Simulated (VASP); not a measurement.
# Fe (Fm-3m) in VASP: notebook

Fe is run at these levels: PBEsol; tasks: single point.

Everything below comes from runs of VASP 6.6.1. Logs are shortened: lines on timing, memory, paths and dates and some standing lists are left out, and cuts for length are marked.

### 1 The cell of the first run

Symmetry: Fm-3m, No. 225, cubic system. Conventional cell: a = 3.493 Å, b = 3.493 Å, c = 3.493 Å, α = 90.00°, β = 90.00°, γ = 90.00°. Fe (site symmetry m-3m) has 12 Fe at 2.47 Å within 3.3 Å.

### 2 Single point, PBEsol, collinear spin, ferromagnetic start (volume scaled by 1.08)

INCAR reads:

```
SYSTEM = Fe
PREC = Accurate
ENCUT = 520
EDIFF = 1E-6
ISMEAR = -1
SIGMA = 0.05
LREAL = .False.
LASPH = .True.
NELM = 150
ALGO = Normal
ISIF = 2
LWAVE = .False.
LCHARG = .False.
ISPIN = 2
MAGMOM = 2.5
LORBIT = 11
LMAXMIX = 4
GGA = PS
NBANDS = 14
```

KPOINTS reads:

```
regular mesh
0
Gamma
  18 18 18
  0 0 0
```

POSCAR reads:

```
Fe
1.0
    0.0000000000      1.7467387191      1.7467387191
    1.7467387191      0.0000000000      1.7467387191
    1.7467387191      1.7467387191      0.0000000000
Fe
1
Direct
    0.0000000000      0.0000000000      0.0000000000
```

Potentials or basis: VASP PAW PBE potentials, release 64 (Fe).

The run is started by

```console
cat potpaw_PBE.64/Fe/POTCAR > POTCAR
mpirun -np 1 vasp_std > vasp.out
```

OUTCAR:

```text
SYSTEM = Fe
   PREC = Accurate
   ENCUT = 520
   EDIFF = 1E-6
   ISMEAR = -1
   LREAL = .False.
   LASPH = .True.
   NELM = 150
   ISIF = 2
   ISPIN = 2
   LORBIT = 11
   GGA = PS

 ion  position               nearest neighbor table
   1  0.000  0.000  0.000-

  LATTYP: Found a face centered cubic cell.
 ALAT       =     3.4934774382

  Lattice vectors:

 A1 = (   0.0000000000,   1.7467387191,   1.7467387191)
 A2 = (   1.7467387191,   0.0000000000,   1.7467387191)
 A3 = (   1.7467387191,   1.7467387191,   0.0000000000)

Analysis of symmetry for initial positions (statically):
=====================================================================
 Subroutine PRICEL returns:
 Original cell was already a primitive cell.

 Routine SETGRP: Setting up the symmetry group for a
 face centered cubic supercell.

 Subroutine GETGRP returns: Found 48 space group operations
 (whereof 48 operations were pure point group operations)
 out of a pool of 48 trial point group operations.

The static configuration has the point symmetry O_h .

Analysis of symmetry for dynamics (positions and initial velocities):
=====================================================================
 Subroutine PRICEL returns:
 Original cell was already a primitive cell.

 Routine SETGRP: Setting up the symmetry group for a
 face centered cubic supercell.

 Subroutine GETGRP returns: Found 48 space group operations
 (whereof 48 operations were pure point group operations)
 out of a pool of 48 trial point group operations.

The dynamic configuration has the point symmetry O_h .

Analysis of structural, dynamic, and magnetic symmetry:
=====================================================================
 Subroutine PRICEL returns:
 Original cell was already a primitive cell.

 Routine SETGRP: Setting up the symmetry group for a
 face centered cubic supercell.

 Subroutine GETGRP returns: Found 48 space group operations
 (whereof 48 operations were pure point group operations)
 out of a pool of 48 trial point group operations.

The overall configuration has the point symmetry O_h .

 Subroutine INISYM returns: Found 48 space group operations
 (whereof 48 operations are pure point group operations),
 and found     1 'primitive' translations

----------------------------------------------------------------------------------------

                                     Primitive cell

  volume of cell :      10.6589

  direct lattice vectors                    reciprocal lattice vectors
     0.000000000  1.746738719  1.746738719    -0.286247734  0.286247734  0.286247734
     1.746738719  0.000000000  1.746738719     0.286247734 -0.286247734  0.286247734
     1.746738719  1.746738719  0.000000000     0.286247734  0.286247734 -0.286247734

  length of vectors
     2.470261586  2.470261586  2.470261586     0.495795619  0.495795619  0.495795619

  position of ions in fractional coordinates (direct lattice)
     0.000000000  0.000000000  0.000000000

  ion indices of the primitive-cell ions
   primitive index   ion index
                 1           1

----------------------------------------------------------------------------------------

 KPOINTS: regular mesh

Automatic generation of k-mesh.
 Grid dimensions read from file:
 generate k-points for:   18   18   18

 Generating k-lattice:

  Cartesian coordinates                     Fractional coordinates (reciprocal lattice)
    -0.015902652  0.015902652  0.015902652     0.055555556  0.000000000  0.000000000
     0.015902652 -0.015902652  0.015902652     0.000000000  0.055555556  0.000000000
     0.015902652  0.015902652 -0.015902652     0.000000000  0.000000000  0.055555556

  Length of vectors
     0.027544201  0.027544201  0.027544201

  Shift w.r.t. Gamma in fractional coordinates (k-lattice)
     0.000000000  0.000000000  0.000000000

 Subroutine IBZKPT returns following result:
 ===========================================

 Found    195 irreducible k-points:

 Following reciprocal coordinates:
            Coordinates               Weight
  0.000000  0.000000  0.000000      1.000000
  0.055556  0.000000  0.000000      8.000000
  0.111111  0.000000  0.000000      8.000000
  0.166667  0.000000  0.000000      8.000000
  0.222222  0.000000  0.000000      8.000000
  0.277778  0.000000  0.000000      8.000000
[... 16 lines left out ...]
 -0.277778  0.055556  0.000000     24.000000
 -0.222222  0.055556  0.000000     24.000000
 [... further k-points ...]
   k-points           NKPTS =    195   k-points in BZ     NKDIM =    195   number of bands    NBANDS=     14
   number of dos      NEDOS =    301   number of ions     NIONS =      1
   total plane-waves  NPLWV =   5832
   dimension x,y,z NGX =    18 NGY =   18 NGZ =   18
   dimension x,y,z NGXF=    36 NGYF=   36 NGZF=   36
   ions per type =               1
   NGX,Y,Z   is equivalent  to a cutoff of  12.11, 12.11, 12.11 a.u.
   NGXF,Y,Z  is equivalent  to a cutoff of  24.23, 24.23, 24.23 a.u.
 SYSTEM =  Fe
   PREC   = accura    normal or accurate (medium, high low for compatibility)
   ISTART =      0    job   : 0-new  1-cont  2-samecut
   ICHARG =      2    charge: 1-file 2-atom 10-const
   ISPIN  =      2    spin polarized calculation?
   LNONCOLLINEAR =      F non collinear calculations
   LSORBIT =      F    spin-orbit coupling
   LASPH  =      T    aspherical Exc in radial PAW
   ENCUT  =  520.0 eV  38.22 Ry    6.18 a.u.   4.59  4.59  4.59*2*pi/ulx,y,z
   NELM   =    150;   NELMIN=  2; NELMDL= -5     # of ELM steps
   EDIFF  = 0.1E-05   stopping-criterion for ELM
   LREAL  =      F    real-space projection
   EDIFFG = 0.1E-04   stopping-criterion for IOM
   NSW    =      0    number of steps for IOM
   IBRION =     -1    ionic relax: 0-MD 1-quasi-New 2-CG
   NFREE  =      0    steps in history (QN), initial steepest desc. (CG)
   ISIF   =      2    stress and relaxation
   ISYM   =      2    0-nonsym 1-usesym 2-fastsym
   POTIM  = 0.5000    time-step for ionic-motion
   TEBEG  =    0.0;   TEEND  =   0.0 temperature during run
   PSTRESS=    0.0 pullay stress
   NELECT =       8.0000    total number of electrons
   NUPDOWN=      -1.0000    fix difference up-down
   EMIN   =  10.00;   EMAX   =-10.00  energy-range for DOS
   EFERMI =   0.00;   METHOD = LEGACY
   ISMEAR =    -1;   SIGMA  =   0.05  broadening in eV -4-tet -1-fermi 0-gaus
   EFERMI_NEDOS =   21; number of points for ismear=-14 and -15
   IALGO  =     38    algorithm
   IMIX   =      4    mixing-type and parameters
     AMIX     =   0.40;   BMIX     =  1.00
     AMIX_MAG =   1.60;   BMIX_MAG =  1.00
  volume/ion in A,a.u.               =      10.66        71.93
  Fermi-wavevector in a.u.,A,eV,Ry     =   1.487762  2.811463 30.115634  2.213437
  Thomas-Fermi vector in A             =   2.600882
   LORBIT       =     11    0 simple, 1 ext, 2 COOP (PROOUT), +10 PAW based schemes
   GGA     = PS    functional components
   LHFCALC =     F    Hartree Fock is set to
   AEXX    =    0.0000 exact exchange contribution
   IVDW    =     0    specifies the selected vdW correction
   LEPSILON=     F    determine dielectric tensor
   LRPA    =     F    only Hartree local field effects (RPA)
 spin polarized calculation
  energy-cutoff  :      520.00
  volume of cell :       10.66
 maximum number of plane-waves:       302
   NGX =  9   NGY =  9   NGZ =  9

 number of electron       8.0000000 magnetization       0.9845996

 Free energy of the ion-electron system (eV)
  ---------------------------------------------------
  ext. energy  EPLUGINS =         0.00000000
  ---------------------------------------------------
  free energy    TOTEN  =        -8.81776603 eV

  energy without entropy =       -8.80490847  energy(sigma->0) =       -8.81133725

 E-fermi :   6.2956     XC(G=0): -13.6794

 val. band max:        6.2954191496   @ k =  -0.1667   0.2222   0.0556
 cond. band min:       6.3002951127   @ k =  -0.3889   0.2778   0.0556
 fundamental gap:      0.0048759632
 Fermi energy:         6.2956425901

 spin component 1

 k-point     1 :       0.0000    0.0000    0.0000
  band No.  band energies     occupation
      1      -2.5154      1.00000
      2       4.3518      1.00000
      3       4.3518      1.00000
      4       4.3518      1.00000
      5       5.5040      1.00000
      6       5.5040      1.00000
      7      29.2136      0.00000
      8      34.2154      0.00000
      9      34.2154      0.00000
     10      34.2154      0.00000
     11      37.5843      0.00000
     12      37.5843      0.00000
     13      37.5843      0.00000
     14      39.5792      0.00000

 k-point     2 :       0.0556    0.0000    0.0000
  band No.  band energies     occupation
      1      -2.3878      1.00000
      2       4.3069      1.00000
      3       4.3878      1.00000
      4       4.3878      1.00000
      5       5.4875      1.00000
      6       5.4875      1.00000
      7      29.0467      0.00000
      8      32.7064      0.00000
      9      34.0450      0.00000
     10      34.0450      0.00000
     11      37.8630      0.00000
     12      37.8630      0.00000
     13      38.1280      0.00000
     14      40.8059      0.00000
[... 343 lines left out ...]
      1       0.4957      1.00000
      2       3.9181      1.00000
      3       4.3827      1.00000
      4       4.4521      1.00000
      5       5.7942      0.99996
      6       6.2484      0.72026
      7      19.9172      0.00000
      8      28.1962      0.00000
      9      31.5492      0.00000
     10      34.5221      0.00000
     11      35.4549      0.00000
     12      36.8924      0.00000
     13      41.0463      0.00000
     14      44.9306      0.00000

 k-point    24 :      -0.2222    0.0556    0.0000
  band No.  band energies     occupation
      1      -0.2868      1.00000
      2       3.8263      1.00000
      3       4.5090      1.00000
      4       4.5786      1.00000
      5       5.4983      1.00000
      6       5.9310      0.99932
      7      22.4376      0.00000
      8      28.6144      0.00000
      9      32.1066      0.00000
     10      34.6237      0.00000
     11      36.7653      0.00000
     12      36.8584      0.00000
     13      41.1695      0.00000
     14      43.1648      0.00000

 [... further k-points ...]

 spin component 2

 k-point     1 :       0.0000    0.0000    0.0000
  band No.  band energies     occupation
      1      -2.3761      1.00000
      2       5.0792      1.00000
      3       5.0792      1.00000
      4       5.0792      1.00000
      5       6.9052      0.00001
      6       6.9053      0.00001
      7      29.1266      0.00000
      8      34.4702      0.00000
      9      34.4702      0.00000
     10      34.4702      0.00000
     11      37.8438      0.00000
     12      37.8438      0.00000
     13      37.8439      0.00000
     14      39.3985      0.00000

 k-point     2 :       0.0556    0.0000    0.0000
  band No.  band energies     occupation
      1      -2.2483      1.00000
      2       5.0295      1.00000
      3       5.1168      1.00000
      4       5.1168      1.00000
      5       6.8861      0.00001
      6       6.8861      0.00001
      7      28.9911      0.00000
      8      32.9234      0.00000
      9      34.3113      0.00000
     10      34.3113      0.00000
     11      38.1086      0.00000
     12      38.1086      0.00000
     13      38.2617      0.00000
     14      40.7681      0.00000
[... 343 lines left out ...]
      1       0.7125      1.00000
      2       4.4790      1.00000
      3       5.3501      1.00000
      4       5.4443      1.00000
      5       6.9098      0.00000
      6       7.3908      0.00000
      7      20.2766      0.00000
      8      28.2812      0.00000
      9      31.7631      0.00000
     10      34.8429      0.00000
     11      35.7624      0.00000
     12      37.0900      0.00000
     13      41.1985      0.00000
     14      45.3482      0.00000

 k-point    24 :      -0.2222    0.0556    0.0000
  band No.  band energies     occupation
      1      -0.1197      1.00000
      2       4.4600      1.00000
      3       5.4118      1.00000
      4       5.4828      1.00000
      5       6.7010      0.00030
      6       7.1484      0.00000
      7      22.7496      0.00000
      8      28.7191      0.00000
      9      32.3100      0.00000
     10      34.9397      0.00000
     11      36.8928      0.00000
     12      37.1384      0.00000
     13      41.3107      0.00000
     14      43.5971      0.00000

 [... further k-points ...]
[... 5 lines left out ...]
  --------------------------------------------------------------------------------------
  -------------------------------------------------------------------------------------
  Total       -0.9348092     -0.9348092     -0.9348092      0.0000000     -0.0000000      0.0000000
  in kB     -140.5140397   -140.5140397   -140.5140397      0.0000000     -0.0000000      0.0000000
  external PRESSURE =    -140.5140397 kB  Pullay stress =       0.0000000 kB

 VOLUME and BASIS-vectors are now :
 -----------------------------------------------------------------------------
  energy-cutoff  :      520.00
  volume of cell :       10.66
      direct lattice vectors                 reciprocal lattice vectors
     0.000000000  1.746738719  1.746738719    -0.286247734  0.286247734  0.286247734
     1.746738719  0.000000000  1.746738719     0.286247734 -0.286247734  0.286247734
     1.746738719  1.746738719  0.000000000     0.286247734  0.286247734 -0.286247734

 POSITION                                       TOTAL-FORCE (eV/Angst)
 -----------------------------------------------------------------------------------
      0.00000      0.00000      0.00000        -0.000000      0.000000     -0.000000
 -----------------------------------------------------------------------------------
    total drift:                                0.000000     -0.000000     -0.000000

  FREE ENERGIE OF THE ION-ELECTRON SYSTEM (eV)
  ---------------------------------------------------
  free  energy   TOTEN  =        -8.8177660291 eV

  energy  without entropy=       -8.8049084693  energy(sigma->0) =       -8.81133725

 total charge

# of ion       s       p       d       tot
------------------------------------------
    1        0.519   0.599   6.288   7.406

 magnetization (x)

# of ion       s       p       d       tot
------------------------------------------
    1       -0.006  -0.018   0.995   0.971
```

Wall time 46 s (1 thread of Intel Xeon 6975P-C (Granite Rapids), shared host); peak memory 0.15 GiB.

Results:

- Free energy: -8.8178 eV
- Pressure: -14.1 GPa
- Net moment: 0.98 μB per cell
- Site moments: Fe +0.97 μB
- Valence electrons inside the program's atomic spheres: Fe 7.41

Levels at points of the mesh, in eV from the Fermi level:
Spin up:
```
           k point  band 1  band 2  band 3  band 4  band 5  band 6  band 7  band 8
(0.00, 0.00, 0.00)   -8.81   -1.94   -1.94   -1.94   -0.79   -0.79   22.92   27.92
(0.50, 0.00, 0.00)   -4.94   -2.19   -2.19    0.01    0.38    0.38    7.59   21.48
(0.50, 0.50, 0.00)   -5.19   -4.32    0.16    0.75    0.75    2.96   10.85   15.55
```
Spin down:
```csv
k point,band 1,band 2,band 3,band 4,band 5,band 6,band 7,band 8,band 9
"(0.00, 0.00, 0.00)",-8.67,-1.22,-1.22,-1.22,0.61,0.61,22.83,28.17,28.17
"(0.50, 0.00, 0.00)",-4.48,-1.15,-1.15,0.13,1.47,1.47,8.14,21.42,26.23
"(0.50, 0.50, 0.00)",-4.32,-3.73,1.59,1.59,1.63,3.09,11.60,15.78,15.78
```

Caveat: the PAW data sets were made with another functional, which shifts forces and pressure a little.

### 3 Single point, PBEsol, collinear spin, ferromagnetic start (volume scaled by 1.12)

INCAR reads:

```
ALGO = Normal ; EDIFF = 1E-6
ENCUT = 520 ; GGA = PS
ISIF = 2 ; ISMEAR = -1
ISPIN = 2 ; LASPH = True
LCHARG = False ; LMAXMIX = 4
LORBIT = 11 ; LREAL = False
LWAVE = False ; MAGMOM = 2.5
NBANDS = 14 ; NELM = 150
PREC = Accurate ; SIGMA = 0.05
```

KPOINTS reads:

```
k-points
0
Gamma
  18 18 18
```

POSCAR reads:

```
Fe
1.0
    0.0000000000      1.7680425104      1.7680425104
    1.7680425104      0.0000000000      1.7680425104
    1.7680425104      1.7680425104      0.0000000000
Fe
1
Direct
    0.0000000000      0.0000000000      0.0000000000
```

Potentials or basis: VASP PAW PBE potentials, release 64 (Fe).

The run is started by

```console
cat potpaw_PBE.64/Fe/POTCAR > POTCAR
mpirun -np 1 vasp_std > vasp.out
```

Wall time 50 s (1 thread of Intel Xeon 6975P-C (Granite Rapids), shared host); peak memory 0.16 GiB.

It converged, with:

```
Free energy                                           : -8.7768 eV
Pressure                                              : -18.9 GPa
Net moment                                            : 1.20 μB per cell
Site moments                                          : Fe +1.19 μB
Valence electrons inside the program's atomic spheres : Fe 7.32
```

Levels at points of the mesh, in eV from the Fermi level:
Spin up:
```tsv
k point	band 1	band 2	band 3	band 4	band 5	band 6	band 7	band 8	band 9
(0.00, 0.00, 0.00)	-8.61	-1.93	-1.93	-1.93	-0.88	-0.88	22.62	27.34	27.34
(0.50, 0.00, 0.00)	-4.78	-2.18	-2.18	0.02	0.25	0.25	7.20	21.21	25.28
(0.50, 0.50, 0.00)	-5.01	-4.17	0.02	0.61	0.61	2.86	10.43	15.15	15.15
```
Spin down:
```tsv
k point	band 1	band 2	band 3	band 4	band 5	band 6	band 7	band 8
(0.00, 0.00, 0.00)	-8.45	-1.01	-1.01	-1.01	0.77	0.77	22.51	27.63
(0.50, 0.00, 0.00)	-4.21	-0.93	-0.93	0.15	1.57	1.57	7.89	21.12
(0.50, 0.50, 0.00)	-4.00	-3.43	1.67	1.67	1.75	3.02	11.29	15.41
```

Caveat: the PAW data sets were made with another functional, which shifts forces and pressure a little.

(Continued in part 2 of 2.)
